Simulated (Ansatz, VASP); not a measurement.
**SnSe2: VASP beside Ansatz**

```
Sn Se
1.0
     3.81745    0.00000    0.00000
    -1.90872    3.30601    0.00000
     0.00000    0.00000    5.78540
Sn Se
1 2
Direct
  0.00000 0.00000 0.00000
  0.66667 0.33333 0.72713
  0.33333 0.66667 0.27287
```

Change from the starting cell: strain along c alone, the other axes held, atoms relaxed: -6.0 %.

Alike in both runs: functional PBEsol; k mesh 12 × 12 × 6; occupations gaussian, width 0.02 eV; no spin polarisation.

Ansatz relaxed the structure, and its values are those at the end. VASP's run is a single point on that final structure, the one shown.

|  | VASP | Ansatz |
| --- | --- | --- |
| version | VASP 6.6.1 | Ansatz 0.2.0 |
| potentials or method | VASP PAW PBE potentials, release 64 (Sn_d, Se), cutoff 520 eV | scalar-relativistic, plane waves, PAW |
| valence electrons in the cell | 26 | 46 |

Ansatz gave:

```
gap on the k mesh at the Fermi level (eV) : 0.08
least direct gap on the mesh (eV)         : 0.61
pressure (GPa)                            : 1.5
rms of the force components (eV/Å)        : 0.001
```

Question: Estimate VASP's values.

Answer: gap on the k mesh at the Fermi level (eV): 0.07; least direct gap on the mesh (eV): 0.60; pressure (GPa): 1.6; rms of the force components (eV/Å): 0.008.

VASP's potentials were made for PBE, not for PBEsol. VASP's potentials hold 26 valence electrons a cell and Ansatz's 46, so a difference there can come from the potentials and not from the codes. Ansatz's warnings: stress scf threshold loose.
